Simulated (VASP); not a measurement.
Here is a VASP 6.6.1 calculation.

File INCAR:

```
SYSTEM = Ti
ALGO = Normal ; EDIFF = 1E-6
ENCUT = 500 ; GGA = PE
GGA_COMPAT = .False. ; ISIF = 2
ISMEAR = -1 ; LASPH = .True.
LCHARG = .False. ; LREAL = .False.
LWAVE = .False. ; NBANDS = 19
NELM = 120 ; PREC = Accurate
SIGMA = 0.05
```

KPOINTS

```
k-points
0
Gamma
  6 6 6
  0 0 0
```

Contents of POSCAR:

```
Ti
1.0
    0.0000000000      2.8195006672      2.8195006672
    2.8195006672      0.0000000000      2.8195006672
    2.8195006672      2.8195006672      0.0000000000
Ti
2
Direct
    1.0000000000      1.0000000000      1.0000000000
    0.2500000000      0.2500000000      0.2500000000
```

Potentials or basis: VASP PAW PBE potentials, release 64 (Ti_sv).

Launch:

```sh
$ cat potpaw_PBE.64/Ti_sv/POTCAR > POTCAR
$ mpirun -np 1 vasp_std > vasp.out
```

(1) Predict the pressure.

(2) Predict the band gap on the k mesh.

Results:

(1) 0.1 GPa.

(2) zero (bands 12 and 13 overlap by 0.17 eV).
